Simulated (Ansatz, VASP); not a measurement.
**Al3TlP4: VASP beside Ansatz**

```xyz
16
Lattice="-5.6484 5.6483 0.0014 -5.6459 0.0039 5.6463 -0.0039 5.6459 5.6463" Properties=species:S:1:pos:R:3 pbc="T T T"
Al   -5.6450    5.6467    0.0070
Al   -8.4816    8.4830   11.2895
Al   -8.4699    5.6479    2.8248
Al   -5.6490    8.4676    2.8220
Al   -2.8239    2.8231    5.6517
Al   -5.6582    5.6557    5.6426
P    -9.9630    7.1420    6.9809
P    -6.9757    4.1538    6.9700
P    -7.0668    7.0659    4.2356
P    -9.8919    9.8902    9.8815
P    -4.2401    4.2375    4.4073
P    -7.0598    7.0673   10.0552
P    -7.1448    9.9656    6.9778
P    -4.1523    6.9722    6.9665
Tl   -5.6424    8.4652    8.4484
Tl   -8.4622    5.6452    8.4591
```

Alike in both runs: functional PBE; k mesh 3 × 3 × 3; occupations gaussian, width 0.1 eV; no spin polarisation.

Ansatz relaxed the structure, and its values are those at the end. VASP's run is a single point on that final structure, the one shown.

|  | VASP | Ansatz |
| --- | --- | --- |
| version | VASP 6.6.1 | Ansatz 0.2.0 |
| potentials or method | VASP PAW PBE potentials, release 64 (Al, P, Tl_d), cutoff 520 eV | scalar-relativistic, plane waves, PAW |
| valence electrons in the cell | 84 | 84 |

|  | VASP | Ansatz | Ansatz less VASP |
| --- | --- | --- | --- |
| gap on the k mesh at the Fermi level (eV) | 0.82 | 0.82 | +0.008 |
| least direct gap on the mesh (eV) | 0.82 | 0.82 | +0.008 |
| pressure (GPa) | -0.1 | 0.0 | +0.10 |
| rms of the force components (eV/Å) | 0.011 | 0.011 | 0.0000 |

Spin-orbit coupling is off throughout.
